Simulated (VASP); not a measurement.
The system is HfB.

```
CELL_PARAMETERS angstrom
0.00000 2.58053 2.58053
2.58053 0.00000 2.58053
2.58053 2.58053 0.00000
ATOMIC_POSITIONS crystal
Hf 0.75000 0.75000 0.75000
B 0.00000 0.00000 0.00000
```

- Program: VASP 6.6.1
- Task: relaxation of cell and atoms
- Functional: PBE
- Potentials or basis: VASP PAW PBE potentials, release 64 (Hf_pv, B)
- Cutoff: 600 eV
- k mesh: 14 × 14 × 14
- Occupations: gaussian, width 0.1 eV
- Spin: no spin polarisation

At the start: pressure 5.4 GPa; volume 17.18 Å³/atom.

Q: How do energy, volume and symmetry change on relaxing?

A: Over 3 steps the energy falls by 13.5 meV/atom and the volume is 18.02 Å³/atom (+4.8 %); space group F-43m (No. 216, to 0.05 Å).

Step by step:
```tsv
step	energy change (eV)	largest force (eV/Å)	pressure (GPa)	volume (Å³)
1	0.0000	0.0000	5.40	34.37
2	-0.0124	0.0000	-3.48	37.33
3	-0.0269	0.0000	-0.02	36.03
```

Final structure:
```
Hf B
1.0
     0.00000    2.62153    2.62153
     2.62153    0.00000    2.62153
     2.62153    2.62153    0.00000
Hf B
1 1
Direct
  0.75000 0.75000 0.75000
  0.00000 0.00000 0.00000
```
